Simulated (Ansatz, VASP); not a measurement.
**One calculation of CsRh3, two programs**

```
CELL_PARAMETERS angstrom
4.17404 0.00000 0.00000
0.00000 4.17404 0.00000
0.00000 0.00000 4.17404
ATOMIC_POSITIONS crystal
Cs 0.00000 0.00000 0.00000
Rh 0.00000 0.50000 0.50000
Rh 0.50000 0.00000 0.50000
Rh 0.50000 0.50000 0.00000
```

Alike in both runs: functional PBE; k mesh 4 × 4 × 4; occupations gaussian, width 0.1 eV; no spin polarisation.

Ansatz relaxed the structure, and its values are those at the end. VASP's run is a single point on that final structure, the one shown.

|  | VASP | Ansatz |
| --- | --- | --- |
| version | VASP 6.6.1 | Ansatz 0.2.0 |
| potentials or method | VASP PAW PBE potentials, release 64 (Cs_sv, Rh_sv_GW), cutoff 620 eV | scalar-relativistic, plane waves, PAW |
| valence electrons in the cell | 60 | 60 |

```csv
,VASP,Ansatz,Ansatz less VASP
gap on the k mesh at the Fermi level (eV),none,none,-
pressure (GPa),1.3,0.0,-1.36
```

A gap of «none» marks a metal or a gap that the smearing closes.

The k mesh is coarse, so the values compare programs but aren't converged. Spin-orbit coupling is off throughout.
